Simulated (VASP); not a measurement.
WC, 2 atoms in the cell. Symmetry: P-6m2, No. 187, hexagonal system. Conventional cell: a = 2.926 Å, b = 2.926 Å, c = 2.855 Å, α = 90.00°, β = 90.00°, γ = 120.00°. Within 3.0 Å of W (site symmetry -6m2) lie 6 C at 2.21 Å and 8 W at 2.86 to 2.93 Å. Within 3.0 Å of C (site symmetry -6m2) lie 6 W at 2.21 Å and 8 C at 2.86 to 2.93 Å. 

```yaml
Program: VASP 6.6.1
Task: single point
Functional: PBE
Potentials_or_basis: VASP PAW PBE potentials, release 64 (W_sv, C_h)
Cutoff: 1300 eV
k_mesh: 11 × 11 × 10
Occupations: fermi-dirac, width 0.15 eV
Spin: no spin polarisation
Dipole_correction: no
Further_INCAR_settings: ALGO = Normal; EDIFF = 1e-06; NBANDS = 16
```

Potentials or basis: VASP PAW PBE potentials, release 64 (W_sv, C_h).

Command:

```console
$ cat potpaw_PBE.64/W_sv/POTCAR potpaw_PBE.64/C_h/POTCAR > POTCAR
$ mpirun -np 1 vasp_std > vasp.out
```

Hardware: 1 thread of Intel(R) Xeon(R) 6975P-C (Granite Rapids), with other jobs on the host.

**Question.** How long does it take, and how much memory?

**Answer.** Wall time 35 s on 1 thread of Intel(R) Xeon(R) 6975P-C (Granite Rapids), with other jobs on the host, peak memory 0.3 GiB. Counts: scf iterations 13, k points 96.
